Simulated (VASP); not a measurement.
Write the native input for VASP 6.6.1 that does the following.

* Task: single point
* Functional: PBE
* Potentials or basis: VASP PAW PBE potentials, release 64 (Pm, Bi_d)
* Cutoff: 520 eV
* k mesh: 10 × 10 × 10
* Occupations: gaussian, width 0.05 eV
* Spin: collinear spin, ferromagnetic start
* Starting moments: [4.78, 0.0] μB
* Dipole correction: no
* Further INCAR settings: ALGO = Normal; EDIFF = 1e-06; NBANDS = 26

The structure of PmBi lies in POSCAR:

```
PmBi
1.0
    0.0000000000      3.2816130053      3.2816130053
    3.2816130053      0.0000000000      3.2816130053
    3.2816130053      3.2816130053      0.0000000000
Pm Bi
1 1
Direct
    0.5000000000      0.5000000000      0.5000000000
    0.0000000000      0.0000000000      0.0000000000
```

These files were run (other wordings do the same):

INCAR

```
PREC = Accurate ; ENCUT = 520
EDIFF = 1E-6 ; ISMEAR = 0
SIGMA = 0.05 ; LREAL = F
LASPH = T ; NELM = 150
ALGO = Normal ; ISIF = 2
LWAVE = F ; LCHARG = F
ISPIN = 2 ; MAGMOM = 4.78 0
LORBIT = 11 ; LMAXMIX = 6
GGA = PE ; NBANDS = 26
```

KPOINTS

```
regular mesh
0
Gamma
  10 10 10
```

Potentials or basis: VASP PAW PBE potentials, release 64 (Pm, Bi_d).

The run is started by

```console
$ cat potpaw_PBE.64/Pm/POTCAR potpaw_PBE.64/Bi_d/POTCAR > POTCAR
$ mpirun -np 1 vasp_std > vasp.out
```

Results of the run:

| Item | Value |
| --- | --- |
| Pressure | 0.1 GPa |
| Net moment | 4.28 μB per cell |
| Site moments | Pm +4.30; Bi -0.09 μB |
| Valence electrons inside the program's atomic spheres | Pm 12.31; Bi 13.01 |

Caveat: the magnetic or orbital state may not be the lowest.

Wall time 4.8 min on 1 thread of Intel Xeon 8259CL, on a shared host, peak memory 0.34 GiB.
